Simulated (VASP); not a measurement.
A run of VASP 6.6.1 is set up as follows.

The input INCAR:

```
ALGO = Normal
EDIFF = 1E-6
ENCUT = 1000
GGA = PE
GGA_COMPAT = False
ISIF = 2
ISMEAR = -1
IVDW = 12
LASPH = True
LCHARG = False
LREAL = Auto
LWAVE = False
NBANDS = 64
NELM = 120
PREC = Accurate
SIGMA = 0.02
```

KPOINTS

```
k-points
0
Gamma
  1 1 1
```

POSCAR

```
H6C2O
1.0
    7.2936330000      0.0000000000      0.0000000000
    0.0000000000      7.2936330000      0.0000000000
    0.0000000000      0.0000000000      7.2936330000
C O H
8 4 24
Direct
    0.5302730082      0.7181997429      0.1006652395
    0.3674602163      0.5917821360      0.0760315936
    0.8362246809      0.6476451677      0.5147498297
    0.9559690226      0.8075193594      0.5728368081
    0.4791304771      0.1493941526      0.5284593354
    0.4548257523      0.1329023792      0.7344509549
    0.9689408136      0.3530185809     -0.0729920862
    0.9489762452      0.2222692267      0.0865879021
    0.4129436313      0.4126634867      0.1466476276
    0.9619854973      0.9453829058      0.4283420094
    0.5510599666      0.2794708600      0.8200514105
    1.1284949042      0.1591441305      0.1423955155
    0.3002098721      0.3375240849      0.1531518116
    0.2463610336      0.6480897258      0.1489564088
    0.3324868641      0.5810617372     -0.0717848971
    0.5054973993      0.8491115750      0.0292474300
    0.5559207154      0.7485345978      0.2463088306
    0.6553097583      0.6556189772      0.0425517390
    0.9412813556      1.0630415441      0.4864733299
    0.9015257385      0.8709259685      0.6991783877
    1.0971710062      0.7612950862      0.6017598127
    0.8395253054      0.5389786632      0.6191914301
    0.6928625321      0.6904575540      0.4979113933
    0.8832609384      0.5888160197      0.3836924850
    0.5038876763      0.3020198992      0.9447171672
    0.3081346799      0.1363538396      0.7721434570
    0.5092469559     -0.0010685863      0.7816522784
    0.4107333133      0.0357505973      0.4566236950
    0.4239691726      0.2797427094      0.4771610174
    0.6252579384      0.1451489051      0.4917810544
    1.1102845765      0.0631630621      0.2346655042
    0.8799756882      0.2922405070      0.2028352693
    0.8631641638      0.1040758814      0.0476808089
    0.8314730865      0.3962538840     -0.1181111800
    1.0497722933      0.4744558367     -0.0351230745
    1.0362984207      0.2850881028     -0.1907598990
```

Potentials or basis: VASP PAW PBE potentials, release 64 (C_h, O_h, H_h).

Launch:

```sh
$ cat potpaw_PBE.64/C_h/POTCAR potpaw_PBE.64/O_h/POTCAR potpaw_PBE.64/H_h/POTCAR > POTCAR
$ mpirun -np 1 vasp_gam > vasp.out
```

Problem. What does it give for the largest force?

Solution. 0.281 eV/Å.

Problem. Estimate the pressure.

Solution. -0.6 GPa.

Problem. Predict the dispersion energy per atom.

Solution. -0.036 eV.

Forces on the atoms (eV/Å):
```
C    0.128  0.113  0.007
C   -0.039 -0.076 -0.041
C    0.053 -0.024  0.018
C   -0.044  0.013 -0.048
C   -0.014 -0.030  0.012
C    0.062  0.004 -0.018
C   -0.082  0.022 -0.159
C   -0.010  0.008  0.105
O   -0.129  0.229 -0.098
O    0.037 -0.028  0.184
O    0.074  0.008 -0.125
O   -0.104  0.031 -0.047
H    0.042 -0.113  0.042
H    0.111 -0.085 -0.060
H    0.039  0.027  0.195
H    0.030 -0.125  0.085
H   -0.026 -0.059 -0.167
H   -0.137  0.068  0.046
H   -0.019 -0.004 -0.012
H    0.062 -0.055 -0.075
H   -0.017  0.028 -0.031
H   -0.002  0.080 -0.082
H    0.038  0.002  0.020
H   -0.012  0.068  0.089
H   -0.056  0.002  0.068
H   -0.002 -0.003 -0.021
H   -0.024  0.010  0.000
H   -0.002  0.039  0.022
H   -0.003 -0.039 -0.001
H   -0.037 -0.018  0.011
H   -0.023  0.029  0.030
H    0.053 -0.077 -0.123
H    0.014  0.016  0.011
H    0.167 -0.070  0.053
H   -0.083 -0.081 -0.059
H   -0.047  0.091  0.167
```

Caveat: the k points lie up to 0.86 Å⁻¹ apart, too coarse for converged energies, forces and pressures.
